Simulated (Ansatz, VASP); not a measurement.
## Si5N in VASP and in Ansatz

The input INCAR:

```
SYSTEM = Si5N
PREC = Accurate ; ENCUT = 520
EDIFF = 1E-6 ; ISMEAR = 0
SIGMA = 0.1 ; LREAL = .False.
LASPH = .True. ; NELM = 150
ALGO = Normal ; ISIF = 2
LWAVE = .False. ; LCHARG = .False.
ISPIN = 2 ; MAGMOM = 0 0 0 0 0 1
LORBIT = 11 ; GGA = PE
NBANDS = 26
```

The input KPOINTS:

```
Automatic mesh
0
Gamma
  4 4 4
  0 0 0
```

POSCAR

```
Si5N
1.0
   -3.1177867542      3.1177867542      2.3613284204
    3.1177867542     -3.1177867542      2.3613284204
    3.1177867542      3.1177867542     -2.3613284204
Si N
5 1
Direct
    0.0000000000      0.3119665886      0.3119665886
    0.0000000000      0.6880334114      0.6880334114
    0.6880334114      0.0000000000      0.6880334114
    0.3119665886      0.0000000000      0.3119665886
    0.5000000000      0.5000000000      0.0000000000
    0.0000000000      0.0000000000      0.0000000000
```

Input for Ansatz:

```yaml
crystal:
  lattice:
    - [-3.1177867542, 3.1177867542, 2.3613284204]
    - [3.1177867542, -3.1177867542, 2.3613284204]
    - [3.1177867542, 3.1177867542, -2.3613284204]
  atoms:
    - { symbol: Si, position: [0.0, 0.3119665886, 0.3119665886] }
    - { symbol: Si, position: [0.0, 0.6880334114, 0.6880334114] }
    - { symbol: Si, position: [0.6880334114, 0.0, 0.6880334114] }
    - { symbol: Si, position: [0.3119665886, 0.0, 0.3119665886] }
    - { symbol: Si, position: [0.5, 0.5, 0.0] }
    - { symbol: "N", position: [0.0, 0.0, 0.0], spin: 1.0 }
basis:
  ecutwfc: 420
kpoints:
  mp_grid: { grid: [4, 4, 4] }
hamiltonian:
  xc: pbe
scf:
  occupations: { method: gaussian, width: 0.1 }
  lower_state_search: "off"
output:
  forces: true
  stress: true
  eigenvalues: true
  populations: true
magnetization:
  spin_polarized: true
```

Alike in both runs: task single point; functional PBE; k mesh 4 × 4 × 4; occupations gaussian, width 0.1 eV; collinear spin.

|  | VASP | Ansatz |
| --- | --- | --- |
| version | VASP 6.6.1 | Ansatz 0.2.0 |
| potentials or method | VASP PAW PBE potentials, release 64 (Si, N), cutoff 520 eV | scalar-relativistic, plane waves, PAW |
| valence electrons in the cell | 25 | 25 |

VASP gave:

```
gap on the k mesh at the Fermi level (eV)                     : none
pressure (GPa)                                                : 0.0
traceless stress, the component that is largest in VASP (GPa) : -0.12
rms of the force components (eV/Å)                            : 0.005
net moment per atom (μB)                                      : 0.00
```

Q: Which values does Ansatz return?

A: gap on the k mesh at the Fermi level (eV): none; pressure (GPa): 0.0; traceless stress, the component that is largest in VASP (GPa): -0.12; rms of the force components (eV/Å): 0.001; net moment per atom (μB): 0.00.

Atom by atom the forces differ by 0.004 eV/Å (rms over components). A gap of «none» marks a metal or a gap that the smearing closes. Ansatz's warnings: seeded moment not kept.

The k mesh is coarse, so the values compare programs but aren't converged.
